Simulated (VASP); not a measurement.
Input of a VASP 6.6.1 run:

File POSCAR:

```
SnO2
1.0
    4.7373500000      0.0000000000      0.0000000000
    0.0000000000      4.7373500000      0.0000000000
    0.0000000000      0.0000000000      3.1864000000
Sn O
2 4
Direct
   -0.0447786282     -0.0447786282      0.0000000000
    0.5000000000      0.5000000000      0.5000000000
    0.3056200000      0.3056200000      0.0000000000
    0.1943800000      0.8056200000      0.5000000000
    0.6943800000      0.6943800000      0.0000000000
    0.8056200000      0.1943800000      0.5000000000
```

INCAR.step1

```
PREC     = Accurate       # precision mode
ENCUT    = 520            # plane-wave cutoff, eV
ISMEAR   = 0              # smearing method
SIGMA    = 0.05           # smearing width, eV
LREAL    = False          # projectors in reciprocal space
LASPH    = True           # aspherical terms in the spheres
NELM     = 100            # most SCF steps
NBANDS   = 35             # bands
GGA      = PE             # functional
ALGO     = Normal         # electronic algorithm
EDIFF    = 1E-4           # SCF threshold, eV
LWAVE    = True           # write WAVECAR
LCHARG   = False          # write CHGCAR
```

File INCAR.step2:

```
PREC     = Accurate       # precision mode
ENCUT    = 520            # plane-wave cutoff, eV
EDIFF    = 1E-6           # SCF threshold, eV
ISMEAR   = 0              # smearing method
SIGMA    = 0.05           # smearing width, eV
LREAL    = False          # projectors in reciprocal space
LASPH    = True           # aspherical terms in the spheres
NELM     = 100            # most SCF steps
ALGO     = Normal         # electronic algorithm
ISIF     = 2              # what is computed and relaxed
LWAVE    = False          # write WAVECAR
LCHARG   = False          # write CHGCAR
METAGGA  = R2SCAN         # meta-GGA
LMIXTAU  = True         
NBANDS   = 35             # bands
ISTART   = 1
```

File KPOINTS:

```
regular mesh
0
Gamma
  6 6 8
```

Potentials or basis: VASP PAW PBE potentials, release 64 (Sn_d, O).

Run with:

```console
$ cat potpaw_PBE.64/Sn_d/POTCAR potpaw_PBE.64/O/POTCAR > POTCAR
$ cp INCAR.step1 INCAR
$ mpirun -np 1 vasp_std > vasp.out
$ cp INCAR.step2 INCAR
$ mpirun -np 1 vasp_std > vasp.out
```

Question: Predict the pressure.

Answer: 12.2 GPa.

Question: Predict the band gap on the k mesh.

Answer: 1.48 eV.

Question: What does it give for the largest force?

Answer: 10.930 eV/Å.

Forces in eV/Å, atoms in the order of the input:
```
Sn   7.728  7.728  0.000
Sn  -2.108 -2.108  0.000
O   -0.234 -0.234  0.000
O   -0.380 -0.046  0.000
O   -4.960 -4.960  0.000
O   -0.046 -0.380  0.000
```

Caveat: the cell differs from its parent crystal (atom 1 (Sn) moved -0.300 Å towards its neighbour atom 3 (O) at 2.048 Å); the stress differs along the axes, from 4 to 16 GPa; the PAW data sets were made with another functional, which shifts forces and pressure a little; spin-orbit coupling is left out, which moves the levels of the heavy elements.
